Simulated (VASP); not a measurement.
The system is S.

```
S
1.0
     0.00000    2.10000    2.10000
     2.10000    0.00000    2.10000
     2.10000    2.10000    0.00000
S
1
Direct
  0.00000 0.00000 0.00000
```

This isn't the form of S at room conditions, which is orthorhombic, of S8 rings.

```yaml
Program: VASP 6.6.1
Task: relaxation of cell and atoms
Functional: PBE
Potentials_or_basis: VASP PAW PBE potentials, release 64 (S)
Cutoff: 500 eV
k_mesh: 9 × 9 × 9
Occupations: fermi-dirac, width 0.05 eV
Spin: no spin polarisation
```

At the start: pressure -9.0 GPa; volume 18.52 Å³/atom.

Task: How do energy, volume and symmetry change on relaxing?

Result: Over 3 steps the energy falls by 89.1 meV/atom and the volume is 15.80 Å³/atom (-14.7 %); space group Fm-3m (No. 225, to 0.1 Å) before and after.

Step by step:
```tsv
step	energy change (eV)	largest force (eV/Å)	pressure (GPa)	volume (Å³)
1	0.0000	0.0000	-8.96	18.52
2	-0.0889	0.0000	-0.46	15.88
3	-0.0891	0.0000	-0.02	15.80
```

Final structure:
```
S
1.0
     0.00000    1.99148    1.99148
     1.99148    0.00000    1.99148
     1.99148    1.99148    0.00000
S
1
Direct
  0.00000 0.00000 0.00000
```
